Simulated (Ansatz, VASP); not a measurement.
## One calculation of Be, two programs

The input INCAR:

```
PREC = Accurate
ENCUT = 520
EDIFF = 1E-8
ISMEAR = -1
SIGMA = 0.05
LREAL = F
LASPH = T
NELM = 60
ALGO = Normal
ISIF = 2
LWAVE = F
LCHARG = F
GGA = PE
LEFG = T
NBANDS = 12
```

The input KPOINTS:

```
Automatic mesh
0
Gamma
  9 9 14
```

POSCAR

```
Be
1.0
    3.7592619785      0.0000000000      0.0000000000
    0.0000000000      3.7592619785      0.0000000000
    0.0000000000      0.0000000000      2.2888590590
Be
4
Direct
    0.2974080000      0.2974080000      0.0000000000
    0.7025920000      0.7025920000      0.0000000000
    0.2025920000      0.7974080000      0.5000000000
    0.7974080000      0.2025920000      0.5000000000
```

Input for Ansatz:

```yaml
crystal:
  lattice:
    - [3.7592619785, 0.0, 0.0]
    - [0.0, 3.7592619785, 0.0]
    - [0.0, 0.0, 2.288859059]
  atoms:
    - { symbol: Be, position: [0.297408, 0.297408, 0.0] }
    - { symbol: Be, position: [0.702592, 0.702592, 0.0] }
    - { symbol: Be, position: [0.202592, 0.797408, 0.5] }
    - { symbol: Be, position: [0.797408, 0.202592, 0.5] }
kpoints:
  mp_grid: { grid: [9, 9, 14] }
scf:
  occupations: { method: fermi_dirac, width: 0.05 }
hamiltonian:
  xc: pbe
  pseudopotentials: { kind: all_electron, datasets: crystal }
output:
  forces: true
  stress: true
  eigenvalues: true
  efg: { contact_densities: true }
```

Change from the starting cell: volume scaled by 1.01, crystal datasets.

Alike in both runs: task electric field gradients; functional PBE; k mesh 9 × 9 × 14; occupations fermi-dirac, width 0.05 eV; no spin polarisation.

|  | VASP | Ansatz |
| --- | --- | --- |
| version | VASP 6.6.1 | Ansatz 0.2.0 |
| potentials or method | VASP PAW PBE potentials, release 64 (Be), cutoff 520 eV | all-electron PAW with datasets made for the crystal, scalar-relativistic |

|  | VASP | Ansatz | Ansatz less VASP |
| --- | --- | --- | --- |
| pressure (GPa) | -1.0 | -1.2 | -0.18 |
| traceless stress, the component that is largest in VASP (GPa) | -1.00 | -0.99 | +0.001 |
| rms of the force components (eV/Å) | 0.006 | 0.007 | +0.0013 |
| size of Vzz on the site where it differs most (V/Å²) | 1.8 | 1.4 | -0.31 |

Atom by atom the forces differ by 0.001 eV/Å (rms over components). Ansatz ran all-electron here, and VASP with PAW potentials.
